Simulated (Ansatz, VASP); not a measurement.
Two plane-wave programs on Re

File INCAR:

```
  PREC = Accurate
  ENCUT = 560
  EDIFF = 1E-6
  ISMEAR = 1
  SIGMA = 0.01
  LREAL = False
  LASPH = True
  NELM = 120
  ALGO = Normal
  ISIF = 2
  LWAVE = False
  LCHARG = False
  GGA = CA
  NBANDS = 22
  GGA_COMPAT = False
```

The input KPOINTS:

```
regular mesh
0
Gamma
  13 13 7
```

File POSCAR:

```
Re
1.0
    2.7391880258      0.0000000000      0.0000000000
   -1.3695940129      2.3722064161      0.0000000000
    0.0000000000      0.0000000000      4.4118668232
Re
2
Direct
    0.3333333333      0.6666666667      0.2500000000
    0.6666666667      0.3333333333      0.7500000000
```

Input for Ansatz:

```yaml
crystal:
  lattice:
    - [2.7391880258, 0.0, 0.0]
    - [-1.3695940129, 2.3722064161, 0.0]
    - [0.0, 0.0, 4.4118668232]
  atoms:
    - { symbol: Re, position: [0.3333333333, 0.6666666667, 0.25] }
    - { symbol: Re, position: [0.6666666667, 0.3333333333, 0.75] }
hamiltonian:
  xc: lda
  pseudopotentials:
    kind: paw
    azcp:
      Re: "pseudopotentials/Re.paw.azcp"
basis:
  ecutwfc: 420
  fft_grid_basis: typed
kpoints:
  mp_grid: { grid: [13, 13, 7], shift: [0, 0, 0] }
magnetization:
  spin_polarized: false
scf:
  occupations: { method: methfessel_paxton, width: 0.01 }
  lower_state_search: "off"
output:
  stress: true
```

Alike in both runs: task single point; functional LDA; k mesh 13 × 13 × 7; occupations methfessel-paxton of order 1, width 0.01 eV; no spin polarisation.

|  | VASP | Ansatz |
| --- | --- | --- |
| version | VASP 6.6.1 | Ansatz 0.2.0 |
| potentials or method | VASP PAW LDA potentials, release 64 (Re_sv_GW), cutoff 560 eV | plane waves (420 eV) with PAW, scalar-relativistic |
| valence electrons in the cell | 30 | 30 |

|  | VASP | Ansatz | Ansatz less VASP |
| --- | --- | --- | --- |
| pressure (GPa) | -0.4 | -0.3 | +0.03 |
| traceless stress, the component that is largest in VASP (GPa) | -0.36 | -0.63 | -0.277 |

Ansatz warns that its potentials were made for another functional, while VASP's fit it. LDA's correlation is that of Perdew and Zunger in VASP and of Perdew and Wang (1992) in Ansatz.

Spin-orbit coupling is off throughout.
